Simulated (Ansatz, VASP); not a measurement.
# Two plane-wave programs on Mo

INCAR

```
PREC     = Accurate       # precision mode
ENCUT    = 520            # plane-wave cutoff, eV
EDIFF    = 1E-6           # SCF threshold, eV
ISMEAR   = -1             # smearing method
SIGMA    = 0.05           # smearing width, eV
LREAL    = False          # projectors in reciprocal space
LASPH    = True           # aspherical terms in the spheres
NELM     = 60             # most SCF steps
ALGO     = Normal         # electronic algorithm
ISIF     = 2              # what is computed and relaxed
LWAVE    = False          # write WAVECAR
LCHARG   = False          # write CHGCAR
GGA      = B5             # functional
ALDAX    = 1.0          
AGGAX    = 1.0          
AGGAC    = 1.0          
ALDAC    = 0.0          
NBANDS   = 13             # bands
```

Contents of KPOINTS:

```
regular mesh
0
Gamma
  7 7 7
```

The input POSCAR:

```
Mo
1.0
   -1.5838089719      1.5838089719      1.5838089719
    1.5838089719     -1.5838089719      1.5838089719
    1.5838089719      1.5838089719     -1.5838089719
Mo
1
Direct
    0.0000000000      0.0000000000      0.0000000000
```

Contents of input.yaml:

```yaml
crystal:
  lattice:
    - [-1.5838089719, 1.5838089719, 1.5838089719]
    - [1.5838089719, -1.5838089719, 1.5838089719]
    - [1.5838089719, 1.5838089719, -1.5838089719]
  atoms:
    - { symbol: Mo, position: [0.0, 0.0, 0.0] }
hamiltonian:
  xc: blyp
  pseudopotentials: { kind: paw }
kpoints:
  mp_grid: { grid: [7, 7, 7] }
  band_path:
    path:
      - [[0.0, 0.0, 0.0], [0.5, -0.5, 0.5], [0.0, 0.0, 0.5], [0.0, 0.0, 0.0], [0.25, 0.25, 0.25], [0.5, -0.5, 0.5]]
      - [[0.25, 0.25, 0.25], [0.0, 0.0, 0.5]]
    npoints: 14
scf:
  occupations: { method: fermi_dirac, width: 0.05 }
  n_extra_bands: 6
output:
  forces: true
  stress: true
  eigenvalues: true
  fatbands: false
```

Alike in both runs: functional BLYP; k mesh 7 × 7 × 7; occupations fermi-dirac, width 0.05 eV; no spin polarisation.

|  | VASP | Ansatz |
| --- | --- | --- |
| version | VASP 6.6.1 | Ansatz 0.2.0 |
| potentials or method | VASP PAW PBE potentials, release 64 (Mo_sv) | Ansatz PAW |
| plane-wave cutoff (eV) | 520 | 420 |
| valence electrons in the cell | 14 | 14 |
| task | single point | band structure |

|  | VASP | Ansatz | Ansatz less VASP |
| --- | --- | --- | --- |
| gap on the k mesh at the Fermi level (eV) | none | none | - |
| pressure (GPa) | 9.6 | 8.6 | -0.97 |

VASP's potentials were made for PBE, not for BLYP. A gap of «none» marks a metal or a gap that the smearing closes. With one functional, cell and mesh, what is left measures potentials, basis and numerics.

The k mesh is coarse, so the values compare programs but aren't converged.
